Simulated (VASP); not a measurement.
Here is a VASP 6.6.1 calculation.

The input POSCAR:

```
MgB2
1.0
    3.0610865115      0.0000000000      0.0000000000
   -1.5305432557      2.6509786821      0.0000000000
    0.0000000000      0.0000000000      3.4721083383
Mg B
1 2
Direct
    0.0000000000      0.0000000000      0.0000000000
    0.6666666667      0.3333333333      0.5000000000
    0.3333333333      0.6666666667      0.5000000000
```

INCAR.step1

```
PREC     = Accurate       # precision mode
ENCUT    = 660            # plane-wave cutoff, eV
ISMEAR   = -1             # smearing method
SIGMA    = 0.05           # smearing width, eV
LREAL    = F              # projectors in reciprocal space
LASPH    = T              # aspherical terms in the spheres
NELM     = 120            # most SCF steps
NBANDS   = 15             # bands
GGA      = PE             # functional
ALGO     = Normal         # electronic algorithm
EDIFF    = 1E-5           # SCF threshold, eV
LWAVE    = T              # write WAVECAR
LCHARG   = F              # write CHGCAR
GGA_COMPAT= F
```

Contents of INCAR.step2:

```
PREC     = Accurate       # precision mode
ENCUT    = 660            # plane-wave cutoff, eV
EDIFF    = 1E-6           # SCF threshold, eV
ISMEAR   = -1             # smearing method
SIGMA    = 0.05           # smearing width, eV
LREAL    = F              # projectors in reciprocal space
LASPH    = T              # aspherical terms in the spheres
NELM     = 120            # most SCF steps
ALGO     = Normal         # electronic algorithm
ISIF     = 2              # what is computed and relaxed
LWAVE    = F              # write WAVECAR
LCHARG   = F              # write CHGCAR
METAGGA  = R2SCAN         # meta-GGA
LMIXTAU  = T            
IVDW     = 12             # dispersion correction
VDW_S6   = 1.0          
VDW_S8   = 0.78981345   
VDW_A1   = 0.49484001   
VDW_A2   = 5.73083694   
NBANDS   = 15             # bands
ISTART   = 1            
GGA_COMPAT= F
```

The input KPOINTS:

```
regular mesh
0
Gamma
  10 10 8
```

Potentials or basis: VASP PAW PBE potentials, release 64 (Mg_sv, B).

Run with:

```bash
$ cat potpaw_PBE.64/Mg_sv/POTCAR potpaw_PBE.64/B/POTCAR > POTCAR
$ cp INCAR.step1 INCAR
$ mpirun -np 1 vasp_std > vasp.out
$ cp INCAR.step2 INCAR
$ mpirun -np 1 vasp_std > vasp.out
```

Task: What does it give for the pressure?

Result: 0.0 GPa.

Task: Estimate the dispersion energy per atom.

Result: -0.137 eV.

Stress tensor (GPa, compression positive):
```
-0.08  0.00  0.00
 0.00 -0.08  0.00
 0.00  0.00  0.19
```

Caveat: the PAW data sets were made with another functional, which shifts forces and pressure a little; pairwise dispersion overbinds metals, which lowers pressure and volume.
